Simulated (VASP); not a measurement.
# Si3N4 (Fd-3m) in VASP: relaxation of the atoms with LDA

Aim: the relaxation of the atoms of Si3N4 with LDA.

The COD entry that gives the cell may itself be a prediction, so a difference from it is no test against experiment.

All numbers are computed with VASP 6.6.1; they aren't measurements. Logs are shortened: lines on timing, memory, paths and dates and some standing lists are left out, and cuts for length are marked.

### Step 1. The cell of the first run

The structure is cubic, space group Fd-3m (No. 227). Conventional cell: a = 7.753 Å, b = 7.753 Å, c = 7.753 Å, α = 90.00°, β = 90.00°, γ = 90.00°. Si (site symmetry -3m) has 6 N at 1.88 Å within 2.5 Å. Within 2.4 Å of Si (site symmetry -43m) lie 4 N at 1.78 Å. Within 2.4 Å of N (site symmetry 3m) lie 4 Si at 1.78 to 1.88 Å.

### Step 2. Relaxation of the atoms, LDA

INCAR reads:

```
PREC = Accurate
ENCUT = 520
EDIFF = 1E-7
ISMEAR = 0
SIGMA = 0.01
LREAL = F
LASPH = T
NELM = 120
ALGO = Normal
ISIF = 2
LWAVE = F
LCHARG = F
GGA = CA
IBRION = 2
NSW = 80
EDIFFG = -0.003
GGA_COMPAT = F
NELMIN = 4
```

KPOINTS reads:

```
Automatic mesh
0
Gamma
  5 5 5
```

POSCAR reads:

```
Si3N4
1.0
    0.0000000000      3.8766325000      3.8766325000
    3.8766325000      0.0000000000      3.8766325000
    3.8766325000      3.8766325000      0.0000000000
Si N
6 8
Direct
    0.1250000000      0.1250000000      0.1250000000
    0.6250000000      0.1250000000      0.1250000000
    0.1250000000      0.1250000000      0.6250000000
    0.1250000000      0.6250000000      0.1250000000
    0.5000000000      0.5000000000      0.5000000000
    0.7500000000      0.7500000000      0.7500000000
    0.8824000000      0.8824000000      0.8824000000
    0.8972000000      0.3676000000      0.3676000000
    0.8824000000      0.8824000000      0.3528000000
    0.3676000000      0.8972000000      0.3676000000
    0.3528000000      0.8824000000      0.8824000000
    0.3676000000      0.3676000000      0.3676000000
    0.8824000000      0.3528000000      0.8824000000
    0.3676000000      0.3676000000      0.8972000000
```

Potentials or basis: VASP PAW LDA potentials, release 64 (Si, N).

Started as:

```bash
$ cat potpaw_LDA.64/Si/POTCAR potpaw_LDA.64/N/POTCAR > POTCAR
$ mpirun -np 1 vasp_std > vasp.out
```

OUTCAR:

```text
PREC = Accurate
   ENCUT = 520
   EDIFF = 1E-7
   ISMEAR = 0
   LREAL = F
   LASPH = T
   NELM = 120
   ISIF = 2
   GGA = CA
   IBRION = 2
   NSW = 80
   EDIFFG = -0.003
   NELMIN = 4

 ion  position               nearest neighbor table
   1  0.125  0.125  0.125-   8 1.88   9 1.88  10 1.88  11 1.88  13 1.88  14 1.88   2 2.74   3 2.74
                             4 2.74   3 2.74   4 2.74   2 2.74
   2  0.625  0.125  0.125-   9 1.88  10 1.88  13 1.88  14 1.88   7 1.88  12 1.88   1 2.74   3 2.74
                             4 2.74   1 2.74   3 2.74   4 2.74
   3  0.125  0.125  0.625-   8 1.88  10 1.88  11 1.88  13 1.88  12 1.88   7 1.88   1 2.74   1 2.74
                             2 2.74   4 2.74   4 2.74   2 2.74
   4  0.125  0.625  0.125-   8 1.88   9 1.88  11 1.88  14 1.88  12 1.88   7 1.88   1 2.74   3 2.74
                             1 2.74   2 2.74   3 2.74   2 2.74
   5  0.500  0.500  0.500-  12 1.78  10 1.78   8 1.78  14 1.78
   6  0.750  0.750  0.750-   7 1.78   9 1.78  11 1.78  13 1.78
   7  0.882  0.882  0.882-   6 1.78   3 1.88   4 1.88   2 1.88
   8  0.897  0.368  0.368-   5 1.78   4 1.88   3 1.88   1 1.88
   9  0.882  0.882  0.353-   6 1.78   4 1.88   2 1.88   1 1.88
  10  0.368  0.897  0.368-   5 1.78   3 1.88   2 1.88   1 1.88
  11  0.353  0.882  0.882-   6 1.78   4 1.88   3 1.88   1 1.88
  12  0.368  0.368  0.368-   5 1.78   3 1.88   4 1.88   2 1.88
  13  0.882  0.353  0.882-   6 1.78   3 1.88   2 1.88   1 1.88
  14  0.368  0.368  0.897-   5 1.78   4 1.88   2 1.88   1 1.88

  LATTYP: Found a face centered cubic cell.
 ALAT       =     7.7532650000

  Lattice vectors:

 A1 = (   0.0000000000,   3.8766325000,   3.8766325000)
 A2 = (   3.8766325000,   0.0000000000,   3.8766325000)
 A3 = (   3.8766325000,   3.8766325000,   0.0000000000)

Analysis of symmetry for initial positions (statically):
=====================================================================
 Subroutine PRICEL returns:
 Original cell was already a primitive cell.

 Routine SETGRP: Setting up the symmetry group for a
 face centered cubic supercell.

 Subroutine GETGRP returns: Found 48 space group operations
 (whereof 24 operations were pure point group operations)
 out of a pool of 48 trial point group operations.

The static configuration has the point symmetry T_d .
 The point group associated with its full space group is O_h .

Analysis of symmetry for dynamics (positions and initial velocities):
=====================================================================
 Subroutine PRICEL returns:
 Original cell was already a primitive cell.

 Routine SETGRP: Setting up the symmetry group for a
 face centered cubic supercell.

 Subroutine GETGRP returns: Found 48 space group operations
 (whereof 24 operations were pure point group operations)
 out of a pool of 48 trial point group operations.

The dynamic configuration has the point symmetry T_d .
 The point group associated with its full space group is O_h .

 Subroutine INISYM returns: Found 48 space group operations
 (whereof 24 operations are pure point group operations),
 and found     1 'primitive' translations

----------------------------------------------------------------------------------------

                                     Primitive cell

  volume of cell :     116.5182

  direct lattice vectors                    reciprocal lattice vectors
     0.000000000  3.876632500  3.876632500    -0.128977921  0.128977921  0.128977921
     3.876632500  0.000000000  3.876632500     0.128977921 -0.128977921  0.128977921
     3.876632500  3.876632500  0.000000000     0.128977921  0.128977921 -0.128977921

  length of vectors
     5.482386258  5.482386258  5.482386258     0.223396312  0.223396312  0.223396312

  position of ions in fractional coordinates (direct lattice)
     0.125000000  0.125000000  0.125000000
     0.625000000  0.125000000  0.125000000
     0.125000000  0.125000000  0.625000000
     0.125000000  0.625000000  0.125000000
     0.500000000  0.500000000  0.500000000
     0.750000000  0.750000000  0.750000000
     0.882400000  0.882400000  0.882400000
     0.897200000  0.367600000  0.367600000
     0.882400000  0.882400000  0.352800000
     0.367600000  0.897200000  0.367600000
     0.352800000  0.882400000  0.882400000
     0.367600000  0.367600000  0.367600000
     0.882400000  0.352800000  0.882400000
     0.367600000  0.367600000  0.897200000

  ion indices of the primitive-cell ions
   primitive index   ion index
                 1           1
                 2           2
                 3           3
                 4           4
                 5           5
                 6           6
                 7           7
                 8           8
                 9           9
                10          10
                11          11
                12          12
                13          13
                14          14

----------------------------------------------------------------------------------------

 KPOINTS: Automatic mesh

Automatic generation of k-mesh.
 Grid dimensions read from file:
 generate k-points for:    5    5    5

 Generating k-lattice:

  Cartesian coordinates                     Fractional coordinates (reciprocal lattice)
    -0.025795584  0.025795584  0.025795584     0.200000000  0.000000000  0.000000000
     0.025795584 -0.025795584  0.025795584     0.000000000  0.200000000  0.000000000
     0.025795584  0.025795584 -0.025795584     0.000000000  0.000000000  0.200000000

  Length of vectors
     0.044679262  0.044679262  0.044679262

  Shift w.r.t. Gamma in fractional coordinates (k-lattice)
     0.000000000  0.000000000  0.000000000

 Subroutine IBZKPT returns following result:
 ===========================================

 Found     10 irreducible k-points:

 Following reciprocal coordinates:
            Coordinates               Weight
  0.000000  0.000000  0.000000      1.000000
  0.200000  0.000000  0.000000      8.000000
  0.400000  0.000000  0.000000      8.000000
  0.200000  0.200000  0.000000      6.000000
  0.400000  0.200000  0.000000     24.000000
 -0.400000  0.200000  0.000000     24.000000
 -0.200000  0.200000  0.000000     12.000000
  0.400000  0.400000  0.000000      6.000000
 -0.400000  0.400000  0.000000     12.000000
 -0.400000  0.400000  0.200000     24.000000
   k-points           NKPTS =     10   k-points in BZ     NKDIM =     10   number of bands    NBANDS=     40
   number of dos      NEDOS =    301   number of ions     NIONS =     14
   total plane-waves  NPLWV =  74088
   dimension x,y,z NGX =    42 NGY =   42 NGZ =   42
   dimension x,y,z NGXF=    84 NGYF=   84 NGZF=   84
   ions per type =               6   8
   NGX,Y,Z   is equivalent  to a cutoff of  12.74, 12.74, 12.74 a.u.
   NGXF,Y,Z  is equivalent  to a cutoff of  25.47, 25.47, 25.47 a.u.
 SYSTEM =  unknown system
   PREC   = accura    normal or accurate (medium, high low for compatibility)
   ISTART =      0    job   : 0-new  1-cont  2-samecut
   ICHARG =      2    charge: 1-file 2-atom 10-const
   ISPIN  =      1    spin polarized calculation?
   LNONCOLLINEAR =      F non collinear calculations
   LSORBIT =      F    spin-orbit coupling
   LASPH  =      T    aspherical Exc in radial PAW
   ENCUT  =  520.0 eV  38.22 Ry    6.18 a.u.  10.19 10.19 10.19*2*pi/ulx,y,z
   NELM   =    120;   NELMIN=  4; NELMDL= -5     # of ELM steps
   EDIFF  = 0.1E-06   stopping-criterion for ELM
   LREAL  =      F    real-space projection
   EDIFFG = -.3E-02   stopping-criterion for IOM
   NSW    =     80    number of steps for IOM
   IBRION =      2    ionic relax: 0-MD 1-quasi-New 2-CG
   NFREE  =      1    steps in history (QN), initial steepest desc. (CG)
   ISIF   =      2    stress and relaxation
   ISYM   =      2    0-nonsym 1-usesym 2-fastsym
   POTIM  = 0.5000    time-step for ionic-motion
   TEBEG  =    0.0;   TEEND  =   0.0 temperature during run
   PSTRESS=    0.0 pullay stress
   NELECT =      64.0000    total number of electrons
   NUPDOWN=      -1.0000    fix difference up-down
   EMIN   =  10.00;   EMAX   =-10.00  energy-range for DOS
   EFERMI =   0.00;   METHOD = LEGACY
   ISMEAR =     0;   SIGMA  =   0.01  broadening in eV -4-tet -1-fermi 0-gaus
   EFERMI_NEDOS =   21; number of points for ismear=-14 and -15
   IALGO  =     38    algorithm
   IMIX   =      4    mixing-type and parameters
     AMIX     =   0.40;   BMIX     =  1.00
     AMIX_MAG =   1.60;   BMIX_MAG =  1.00
  volume/ion in A,a.u.               =       8.32        56.16
  Fermi-wavevector in a.u.,A,eV,Ry     =   1.340716  2.533586 24.456743  1.797520
  Thomas-Fermi vector in A             =   2.469007
   LORBIT       =      0    0 simple, 1 ext, 2 COOP (PROOUT), +10 PAW based schemes
   GGA     = CA    functional components
   LHFCALC =     F    Hartree Fock is set to
   AEXX    =    0.0000 exact exchange contribution
   IVDW    =     0    specifies the selected vdW correction
   LEPSILON=     F    determine dielectric tensor
   LRPA    =     F    only Hartree local field effects (RPA)
 conjugate gradient relaxation of ions
 non-spin polarized calculation
 Gauss-broadening in eV      SIGMA  =   0.01
  energy-cutoff  :      520.00
  volume of cell :      116.52
 maximum number of plane-waves:      3170
 NGX is ok and might be reduce to    42
   NGX = 21   NGY = 21   NGZ = 21

--------------------------------------- Ionic step        1  -------------------------------------------

 number of electron      64.0000003 magnetization

 Free energy of the ion-electron system (eV)
  ---------------------------------------------------
  ext. energy  EPLUGINS =         0.00000000
  ---------------------------------------------------
  free energy    TOTEN  =      -125.50633678 eV

  energy without entropy =     -125.50633678  energy(sigma->0) =     -125.50633678

------------------------ aborting loop because EDIFF is reached ----------------------------------------

  FORCE on cell =-STRESS in cart. coord.  units (eV):
  Direction    XX          YY          ZZ          XY          YZ          ZX
  --------------------------------------------------------------------------------------
  -------------------------------------------------------------------------------------
  Total       -4.9602946     -4.9602946     -4.9602946      0.0000000      0.0000000      0.0000000
  in kB      -68.2062484    -68.2062484    -68.2062484      0.0000000      0.0000000      0.0000000
  external PRESSURE =     -68.2062484 kB  Pullay stress =       0.0000000 kB
[... 81 lines left out ...]
  energy  without entropy=     -125.5060231333  energy(sigma->0) =     -125.50602313

--------------------------------------- Ionic step        3  -------------------------------------------

 number of electron      64.0000002 magnetization

 Free energy of the ion-electron system (eV)
  ---------------------------------------------------
  ext. energy  EPLUGINS =         0.00000000
  ---------------------------------------------------
  free energy    TOTEN  =      -125.50704222 eV

  energy without entropy =     -125.50704222  energy(sigma->0) =     -125.50704222

 E-fermi :   9.2060     XC(G=0): -12.5586

 val. band max:        9.1614273850   @ k =  -0.2000   0.2000   0.0000
 cond. band min:      12.4201473753   @ k =   0.0000   0.0000   0.0000
 fundamental gap:      3.2587199903
 Fermi energy:         9.2060313196

 k-point     1 :       0.0000    0.0000    0.0000
  band No.  band energies     occupation
      1      -9.6064      2.00000
      2      -6.2158      2.00000
      3      -5.2575      2.00000
      4      -5.2575      2.00000
      5      -5.2575      2.00000
      6      -4.2510      2.00000
[... 460 lines left out ...]
  FREE ENERGIE OF THE ION-ELECTRON SYSTEM (eV)
  ---------------------------------------------------
  free  energy   TOTEN  =      -125.5070422223 eV

  energy  without entropy=     -125.5070422223  energy(sigma->0) =     -125.50704222

 reached required accuracy - stopping structural energy minimisation
```

Wall time 3.7 min (1 thread of Intel Xeon 8259CL, shared host); peak memory 0.21 GiB.

Results:

| Quantity | Value |
| --- | --- |
| Free energy | -125.5070 eV |
| Energy gained by relaxing | 0.1 meV/atom |
| Ionic steps | 3 |
| Pressure after relaxing | -6.7 GPa |
| Band gap on the k mesh | 3.26 eV, indirect (least direct gap 3.29 eV) |

The path:
```csv
step,energy change (eV),largest force (eV/Å),pressure (GPa)
1,0.0000,0.0898,-6.82
2,0.0003,0.1073,-6.65
3,-0.0007,0.0000,-6.74
```

Final structure:
```
Si N
1.0
     0.00000    3.87663    3.87663
     3.87663    0.00000    3.87663
     3.87663    3.87663    0.00000
Si N
6 8
Direct
  0.12500 0.12500 0.12500
  0.62500 0.12500 0.12500
  0.12500 0.12500 0.62500
  0.12500 0.62500 0.12500
  0.50000 0.50000 0.50000
  0.75000 0.75000 0.75000
  0.88255 0.88255 0.88255
  0.89764 0.36745 0.36745
  0.88255 0.88255 0.35236
  0.36745 0.89764 0.36745
  0.35236 0.88255 0.88255
  0.36745 0.36745 0.36745
  0.88255 0.35236 0.88255
  0.36745 0.36745 0.89764
```

A k mesh can miss the band edges.
